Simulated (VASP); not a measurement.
Runs of VASP 6.6.1 on C. The structure is that of space group Fd-3m (No. 227), or close to it. The cells are those of the table. 

| cell | gap on the mesh (eV) | pressure (GPa) |
| --- | --- | --- |
| a = 2.431 Å, angles 60.0°, 2 atoms | 4.38 | 61.7 |
| a = 2.475 Å, angles 60.0°, 2 atoms | 4.26 | 29.6 |
| a = 2.517 Å, angles 60.0°, 2 atoms | 4.14 | (b) |
| a = 2.599 Å, angles 60.0°, 2 atoms | (a) | (c) |
| a = 2.559 Å, angles 60.0°, 2 atoms | 4.04 | -15.9 |

Alike in all rows: task single point; level PBE; potentials or basis VASP PAW PBE potentials, release 64 (C); no spin polarisation; k mesh 8 × 8 × 8; cutoff (eV) 600; smearing gaussian 0.01 eV.

Question: Fill in the values left out.

Answer: (a) 3.94; (b) 4.2; (c) -31.8.

A k mesh can miss the band edges.
